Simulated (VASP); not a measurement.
Wanted: the native input for a VASP 6.6.1 run.

| Quantity | Value |
| --- | --- |
| Task | electric field gradients |
| Functional | PBEsol |
| Potentials or basis | VASP PAW PBE potentials, release 64 (Rh_pv) |
| Cutoff | 520 eV |
| k mesh | 16 × 16 × 16 |
| Occupations | fermi-dirac, width 0.08 eV |
| Spin | no spin polarisation |
| Dipole correction | no |
| Further INCAR settings | ALGO = Normal; EDIFF = 1e-08; NBANDS = 14 |

The structure of Rh lies in POSCAR:

```
Rh
1.0
   -0.0380310000      1.8825345000      1.8825345000
    1.8825345000     -0.0380310000      1.8825345000
    1.8825345000      1.8825345000     -0.0380310000
Rh
1
Direct
    0.0000000000      0.0000000000      0.0000000000
```

This cell differs from its parent crystal: equal xy, yz and zx shear strains of -2 %.

The input as run:

INCAR

```
PREC = Accurate ; ENCUT = 520
EDIFF = 1E-8 ; ISMEAR = -1
SIGMA = 0.08 ; LREAL = F
LASPH = T ; NELM = 100
ALGO = Normal ; ISIF = 2
LWAVE = F ; LCHARG = F
GGA = PS ; LEFG = T
NBANDS = 14
```

KPOINTS

```
regular mesh
0
Gamma
  16 16 16
```

Potentials or basis: VASP PAW PBE potentials, release 64 (Rh_pv).

The run is started by

```bash
$ cat potpaw_PBE.64/Rh_pv/POTCAR > POTCAR
$ mpirun -np 1 vasp_std > vasp.out
```

Results of the run:

```
Pressure : -4.5 GPa
```

Caveat: the cell differs from its parent crystal (equal xy, yz and zx shear strains of -2 %); without QUAD_EFG the Cq values of the log hold for a quadrupole moment of 1 mb, not for the nuclei; the PAW data sets were made with another functional, which shifts forces and pressure a little.

Wall time 55 s on 1 thread of Intel(R) Xeon(R) Platinum 8259CL CPU @ 2.50GHz (Skylake/Cascade Lake), with other jobs on the host, peak memory 0.18 GiB.
